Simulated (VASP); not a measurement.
Set up this calculation in VASP 6.6.1, as the native input.

- Task: relaxation of cell and atoms
- Functional: RPBE
- Potentials or basis: VASP PAW PBE potentials, release 64 (Ga_d)
- Cutoff: 600 eV
- k mesh: 5 × 5 × 5
- Occupations: fermi-dirac, width 0.1 eV
- Spin: no spin polarisation
- Dipole correction: no
- Further INCAR settings: ALGO = Normal; EDIFF = 1e-06; IBRION = 2; EDIFFG = -0.01; NSW = 80; ISIF = 3

The structure of Ga lies in POSCAR:

```
Ga
1.0
    5.3919379051      0.0000000000      0.0000000000
    0.0000000000      5.3919379051      0.0000000000
    0.0000000000      0.0000000000      5.3919379051
Ga
8
Direct
    0.0000000000      0.0000000000      0.0000000000
    0.5000000000      0.5000000000      0.5000000000
    0.2500000000      0.0000000000      0.5000000000
    0.7500000000      0.0000000000      0.5000000000
    0.5000000000      0.2500000000      0.0000000000
    0.5000000000      0.7500000000      0.0000000000
    0.0000000000      0.5000000000      0.2500000000
    0.0000000000      0.5000000000      0.7500000000
```

One way to write it, as run:

INCAR

```
PREC = Accurate
ENCUT = 600
EDIFF = 1E-6
ISMEAR = -1
SIGMA = 0.1
LREAL = F
LASPH = T
NELM = 100
ALGO = Normal
ISIF = 3
LWAVE = F
LCHARG = F
GGA = RP
IBRION = 2
NSW = 80
EDIFFG = -0.01
```

KPOINTS

```
regular mesh
0
Gamma
  5 5 5
```

Potentials or basis: VASP PAW PBE potentials, release 64 (Ga_d).

Launch:

```console
$ cat potpaw_PBE.64/Ga_d/POTCAR > POTCAR
$ mpirun -np 1 vasp_std > vasp.out
```

It gave:

* Relaxed volume: 20.10 Å³/atom
* Relaxed cell: a = 5.438 Å, b = 5.438 Å, c = 5.438 Å, α = 90.00°, β = 90.00°, γ = 90.00°
* Space group after relaxing (to 0.1 Å): Pm-3n (No. 223)
* Energy gained by relaxing: 2.9 meV/atom
* Ionic steps: 5
* Pressure after relaxing: 0.0 GPa
* Band gap on the k mesh: zero (bands 52 and 53 overlap by 2.64 eV)

Caveat: the PAW data sets were made with another functional, which shifts forces and pressure a little.

Wall time 6.2 min on 1 thread of Intel(R) Xeon(R) Platinum 8488C (Sapphire Rapids) (shared host), peak memory 0.37 GiB.
